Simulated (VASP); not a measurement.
# Ir in VASP: notebook

Runs on Ir. Level: PBE. Tasks: single point.

Everything below comes from runs of VASP 6.6.1. Logs are shortened: lines on timing, memory, paths and dates and some standing lists are left out, and cuts for length are marked.

## 1. The cell of the first run

The typed cell holds 1 atom: a = 2.756 Å, b = 2.691 Å, c = 2.707 Å, α = 59.54°, β = 59.37°, γ = 59.85°.

## 2. Single point, PBE

File INCAR:

```
PREC     = Accurate       # precision mode
ENCUT    = 520            # plane-wave cutoff, eV
EDIFF    = 1E-6           # SCF threshold, eV
ISMEAR   = 0              # smearing method
SIGMA    = 0.005          # smearing width, eV
LREAL    = F              # projectors in reciprocal space
LASPH    = T              # aspherical terms in the spheres
NELM     = 80             # most SCF steps
ALGO     = Fast           # electronic algorithm
ISIF     = 2              # what is computed and relaxed
LWAVE    = F              # write WAVECAR
LCHARG   = F              # write CHGCAR
GGA      = PE             # functional
NBANDS   = 10             # bands
```

File KPOINTS:

```
regular mesh
0
Gamma
  9 9 9
```

File POSCAR:

```
Ir
1.0
   -0.0090280000      1.9583660000      1.9389210000
    1.8983890000      0.0228980000      1.9069950000
    1.8996790000      1.9277290000      0.0216080000
Ir
1
Direct
   -0.0023390000     -0.0031610000     -0.0142520000
```

Potentials or basis: VASP PAW PBE potentials, release 64 (Ir).

On the command line:

```bash
$ cat potpaw_PBE.64/Ir/POTCAR > POTCAR
$ mpirun -np 1 vasp_std > vasp.out
```

OUTCAR:

```text
PREC = Accurate
   ENCUT = 520
   EDIFF = 1E-6
   ISMEAR = 0
   LREAL = F
   LASPH = T
   NELM = 80
   ISIF = 2
   GGA = PE

 ion  position               nearest neighbor table
   1  0.998  0.997  0.986-

  LATTYP: Found a triclinic cell.
 ALAT       =     2.7065450867
 B/A-ratio  =     1.4066338176
 C/A-ratio  =     0.9902382339
 COS(alpha) =     0.0009431120
 COS(beta)  =     0.5009333357
 COS(gamma) =     0.7004098745

  Lattice vectors:

 A1 = (   1.8996790000,   1.9277290000,   0.0216080000)
 A2 = (   3.8070960000,  -0.0077390000,  -0.0103180000)
 A3 = (   0.0012900000,   1.9048310000,  -1.8853870000)

Analysis of symmetry for initial positions (statically):
=====================================================================
 Subroutine PRICEL returns:
 Original cell was already a primitive cell.

 Routine SETGRP: Setting up the symmetry group for a
 triclinic supercell.

 Subroutine GETGRP returns: Found  2 space group operations
 (whereof  1 operations were pure point group operations)
 out of a pool of  2 trial point group operations.

The static configuration has the point symmetry C_1 .
 The point group associated with its full space group is S_2 .

Analysis of symmetry for dynamics (positions and initial velocities):
=====================================================================
 Subroutine PRICEL returns:
 Original cell was already a primitive cell.

 Routine SETGRP: Setting up the symmetry group for a
 triclinic supercell.

 Subroutine GETGRP returns: Found  2 space group operations
 (whereof  1 operations were pure point group operations)
 out of a pool of  2 trial point group operations.

The dynamic configuration has the point symmetry C_1 .
 The point group associated with its full space group is S_2 .

 Subroutine INISYM returns: Found  2 space group operations
 (whereof  1 operations are pure point group operations),
 and found     1 'primitive' translations

----------------------------------------------------------------------------------------

                                     Primitive cell

  volume of cell :      14.0587

  direct lattice vectors                    reciprocal lattice vectors
    -0.009028000  1.958366000  1.938921000    -0.261452416  0.254764957  0.257213460
     1.898389000  0.022898000  1.906995000     0.262855327 -0.262010633  0.265862185
     1.899679000  1.927729000  0.021608000     0.262485370  0.263043452 -0.264459271

  length of vectors
     2.755847155  2.690917138  2.706545087     0.446566135  0.456536084  0.456102108

  position of ions in fractional coordinates (direct lattice)
     0.997661000  0.996839000  0.985748000

  ion indices of the primitive-cell ions
   primitive index   ion index
                 1           1

----------------------------------------------------------------------------------------

 KPOINTS: regular mesh

Automatic generation of k-mesh.
 Grid dimensions read from file:
 generate k-points for:    9    9    9

 Generating k-lattice:

  Cartesian coordinates                     Fractional coordinates (reciprocal lattice)
    -0.029050268  0.028307217  0.028579273     0.111111111  0.000000000  0.000000000
     0.029206147 -0.029112293  0.029540243     0.000000000  0.111111111 -0.000000000
     0.029165041  0.029227050 -0.029384363    -0.000000000  0.000000000  0.111111111

  Length of vectors
     0.049618459  0.050726232  0.050678012

  Shift w.r.t. Gamma in fractional coordinates (k-lattice)
     0.000000000  0.000000000  0.000000000

 Subroutine IBZKPT returns following result:
 ===========================================

 Found    365 irreducible k-points:

 Following reciprocal coordinates:
            Coordinates               Weight
  0.000000  0.000000  0.000000      1.000000
  0.111111 -0.000000 -0.000000      2.000000
  0.222222  0.000000 -0.000000      2.000000
  0.333333  0.000000 -0.000000      2.000000
  0.444444  0.000000 -0.000000      2.000000
  0.000000  0.111111  0.000000      2.000000
[... 16 lines left out ...]
 -0.111111  0.222222  0.000000      2.000000
  0.000000  0.333333 -0.000000      2.000000
 [... further k-points ...]
   k-points           NKPTS =    365   k-points in BZ     NKDIM =    365   number of bands    NBANDS=     10
   number of dos      NEDOS =    301   number of ions     NIONS =      1
   total plane-waves  NPLWV =   8000
   dimension x,y,z NGX =    20 NGY =   20 NGZ =   20
   dimension x,y,z NGXF=    40 NGYF=   40 NGZF=   40
   ions per type =               1
   NGX,Y,Z   is equivalent  to a cutoff of  12.06, 12.36, 12.28 a.u.
   NGXF,Y,Z  is equivalent  to a cutoff of  24.13, 24.71, 24.57 a.u.
 SYSTEM =  unknown system
   PREC   = accura    normal or accurate (medium, high low for compatibility)
   ISTART =      0    job   : 0-new  1-cont  2-samecut
   ICHARG =      2    charge: 1-file 2-atom 10-const
   ISPIN  =      1    spin polarized calculation?
   LNONCOLLINEAR =      F non collinear calculations
   LSORBIT =      F    spin-orbit coupling
   LASPH  =      T    aspherical Exc in radial PAW
   ENCUT  =  520.0 eV  38.22 Ry    6.18 a.u.   5.12  5.00  5.03*2*pi/ulx,y,z
   NELM   =     80;   NELMIN=  2; NELMDL= -5     # of ELM steps
   EDIFF  = 0.1E-05   stopping-criterion for ELM
   LREAL  =      F    real-space projection
   EDIFFG = 0.1E-04   stopping-criterion for IOM
   NSW    =      0    number of steps for IOM
   IBRION =     -1    ionic relax: 0-MD 1-quasi-New 2-CG
   NFREE  =      0    steps in history (QN), initial steepest desc. (CG)
   ISIF   =      2    stress and relaxation
   ISYM   =      2    0-nonsym 1-usesym 2-fastsym
   POTIM  = 0.5000    time-step for ionic-motion
   TEBEG  =    0.0;   TEEND  =   0.0 temperature during run
   PSTRESS=    0.0 pullay stress
   NELECT =       9.0000    total number of electrons
   NUPDOWN=      -1.0000    fix difference up-down
   EMIN   =  10.00;   EMAX   =-10.00  energy-range for DOS
   EFERMI =   0.00;   METHOD = LEGACY
   ISMEAR =     0;   SIGMA  =   0.01  broadening in eV -4-tet -1-fermi 0-gaus
   EFERMI_NEDOS =   21; number of points for ismear=-14 and -15
   IALGO  =     68    algorithm
   IMIX   =      4    mixing-type and parameters
     AMIX     =   0.40;   BMIX     =  1.00
     AMIX_MAG =   1.60;   BMIX_MAG =  1.00
  volume/ion in A,a.u.               =      14.06        94.87
  Fermi-wavevector in a.u.,A,eV,Ry     =   1.410937  2.666284 27.085694  1.990742
  Thomas-Fermi vector in A             =   2.532839
   LORBIT       =      0    0 simple, 1 ext, 2 COOP (PROOUT), +10 PAW based schemes
   GGA     = PE    functional components
   LHFCALC =     F    Hartree Fock is set to
   AEXX    =    0.0000 exact exchange contribution
   IVDW    =     0    specifies the selected vdW correction
   LEPSILON=     F    determine dielectric tensor
   LRPA    =     F    only Hartree local field effects (RPA)
 non-spin polarized calculation
 RMM-DIIS sequential band-by-band and
 Gauss-broadening in eV      SIGMA  =   0.01
  energy-cutoff  :      520.00
  volume of cell :       14.06
 maximum number of plane-waves:       388
   NGX = 11   NGY =  9   NGZ =  9

 number of electron       9.0000000 magnetization

 Free energy of the ion-electron system (eV)
  ---------------------------------------------------
  ext. energy  EPLUGINS =         0.00000000
  ---------------------------------------------------
  free energy    TOTEN  =        -8.84104829 eV

  energy without entropy =       -8.84103268  energy(sigma->0) =       -8.84104048

 E-fermi :  10.4591     XC(G=0): -14.0263

 val. band max:       10.4549503895   @ k =  -0.1111  -0.4444   0.4444
 cond. band min:      10.4620785037   @ k =  -0.3333  -0.4444   0.1111
 fundamental gap:      0.0071281141
 Fermi energy:        10.4590856475

 k-point     1 :       0.0000    0.0000    0.0000
  band No.  band energies     occupation
      1      -0.6711      2.00000
      2       6.3183      2.00000
      3       6.6560      2.00000
      4       6.7870      2.00000
      5       9.1968      2.00000
      6       9.4258      2.00000
      7      24.8336      0.00000
      8      29.8710      0.00000
      9      30.6732      0.00000
     10      30.8377      0.00000

 k-point     2 :       0.1111   -0.0000   -0.0000
  band No.  band energies     occupation
      1      -0.1489      2.00000
      2       6.1449      2.00000
      3       6.7724      2.00000
      4       6.9817      2.00000
      5       9.1241      2.00000
      6       9.3190      2.00000
      7      25.6828      0.00000
      8      27.9817      0.00000
      9      31.3679      0.00000
     10      31.6904      0.00000

 k-point     3 :       0.2222    0.0000   -0.0000
  band No.  band energies     occupation
      1       1.1411      2.00000
      2       5.9210      2.00000
      3       6.9357      2.00000
      4       7.1777      2.00000
      5       9.3684      2.00000
      6       9.4383      2.00000
      7      24.9210      0.00000
      8      27.1049      0.00000
      9      33.6660      0.00000
     10      33.9534      0.00000

 k-point     4 :       0.3333    0.0000   -0.0000
  band No.  band energies     occupation
      1       2.1423      2.00000
      2       6.7018      2.00000
      3       6.8986      2.00000
      4       6.9373      2.00000
      5      10.2452      2.00000
      6      10.3911      2.00000
      7      21.5539      0.00000
      8      26.0178      0.00000
      9      33.1847      0.00000
     10      33.5664      0.00000

 k-point     5 :       0.4444    0.0000   -0.0000
  band No.  band energies     occupation
      1       2.3061      2.00000
      2       6.4503      2.00000
      3       6.6775      2.00000
      4       9.0555      2.00000
      5      11.0867      0.00000
      6      11.3472      0.00000
      7      18.2137      0.00000
      8      24.7011      0.00000
      9      30.8043      0.00000
     10      31.1218      0.00000

 k-point     6 :       0.0000    0.1111    0.0000
  band No.  band energies     occupation
      1      -0.1171      2.00000
      2       6.4184      2.00000
      3       6.5933      2.00000
      4       6.9512      2.00000
      5       9.0503      2.00000
      6       9.2555      2.00000
      7      25.7703      0.00000
      8      28.4466      0.00000
      9      30.8468      0.00000
     10      31.5883      0.00000
[... 183 lines left out ...]
 k-point    21 :      -0.3333    0.2222    0.0000
  band No.  band energies     occupation
      1       3.9857      2.00000
      2       5.6218      2.00000
      3       6.2835      2.00000
      4       7.8831      2.00000
      5       9.9529      2.00000
      6      14.1220      0.00000
      7      19.9296      0.00000
      8      25.1839      0.00000
      9      28.3886      0.00000
     10      31.4917      0.00000

 k-point    22 :      -0.2222    0.2222    0.0000
  band No.  band energies     occupation
      1       3.5569      2.00000
      2       5.4006      2.00000
      3       6.2424      2.00000
      4       8.0110      2.00000
      5       8.6738      2.00000
      6      12.4592      0.00000
      7      23.1837      0.00000
      8      26.3917      0.00000
      9      28.6915      0.00000
     10      32.4315      0.00000

 k-point    23 :      -0.1111    0.2222    0.0000
  band No.  band energies     occupation
      1       2.1443      2.00000
      2       5.7229      2.00000
      3       6.8040      2.00000
      4       7.5409      2.00000
      5       8.6749      2.00000
      6      10.6023      0.00000
      7      24.5702      0.00000
      8      27.8351      0.00000
      9      30.7718      0.00000
     10      32.3770      0.00000

 k-point    24 :       0.0000    0.3333   -0.0000
  band No.  band energies     occupation
      1       2.2794      2.00000
      2       6.5552      2.00000
      3       7.0338      2.00000
      4       7.0667      2.00000
      5      10.1781      2.00000
      6      10.3297      2.00000
      7      22.0496      0.00000
      8      26.0931      0.00000
      9      32.7524      0.00000
     10      33.3901      0.00000

 [... further k-points ...]
[... 5 lines left out ...]
  --------------------------------------------------------------------------------------
  -------------------------------------------------------------------------------------
  Total        1.2462174      0.7589717      1.1369838      0.1125656     -0.7735149      0.1594916
  in kB      142.0234180     86.4951523    129.5747643     12.8283772    -88.1525428     18.1762369
  external PRESSURE =     119.3644449 kB  Pullay stress =       0.0000000 kB

 VOLUME and BASIS-vectors are now :
 -----------------------------------------------------------------------------
  energy-cutoff  :      520.00
  volume of cell :       14.06
      direct lattice vectors                 reciprocal lattice vectors
    -0.009028000  1.958366000  1.938921000    -0.261452416  0.254764957  0.257213460
     1.898389000  0.022898000  1.906995000     0.262855327 -0.262010633  0.265862185
     1.899679000  1.927729000  0.021608000     0.262485370  0.263043452 -0.264459271

 POSITION                                       TOTAL-FORCE (eV/Angst)
 -----------------------------------------------------------------------------------
      3.75599      3.87687      3.85665        -0.000000     -0.000000      0.000000
 -----------------------------------------------------------------------------------
    total drift:                                0.000001     -0.000001      0.000001

  FREE ENERGIE OF THE ION-ELECTRON SYSTEM (eV)
  ---------------------------------------------------
  free  energy   TOTEN  =        -8.8410482855 eV

  energy  without entropy=       -8.8410326756  energy(sigma->0) =       -8.84104048
```

Run time: 80 s. Hardware: 1 thread of Intel Xeon 8259CL, shared host; peak memory 0.17 GiB.

Results:

```yaml
Free_energy: -8.8410 eV
Pressure: 11.9 GPa
```

Caveat: spin-orbit coupling is left out, which moves the levels of the heavy elements.

[end of part 1 of 2]
